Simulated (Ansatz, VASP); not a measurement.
## SiC in VASP and in Ansatz

```
Si C
1.0
     0.00000    2.16453    2.16453
     2.16453    0.00000    2.16453
     2.16453    2.16453    0.00000
Si C
1 1
Cartesian
  0.0000 0.0000 0.0000
  1.0823 1.0823 1.0823
```

Alike in both runs: functional LDA; k mesh 10 × 10 × 10; occupations gaussian, width 0.02 eV; no spin polarisation.

Ansatz relaxed the structure, and its values are those at the end. VASP's run is a single point on that final structure, the one shown.

```csv
,VASP,Ansatz
version,VASP 6.6.1,Ansatz 0.2.0
potentials or method,"VASP PAW LDA potentials, release 64 (Si, C), cutoff 600 eV","scalar-relativistic, plane waves, PAW"
valence electrons in the cell,8,8
```

```tsv
	VASP	Ansatz	Ansatz less VASP
gap on the k mesh at the Fermi level (eV)	1.29	1.30	+0.013
least direct gap on the mesh (eV)	4.52	4.54	+0.017
pressure (GPa)	0.2	0.0	-0.25
```

Ansatz warns that its potentials were made for another functional, while VASP's fit it. LDA's correlation is that of Perdew and Zunger in VASP and of Perdew and Wang (1992) in Ansatz.
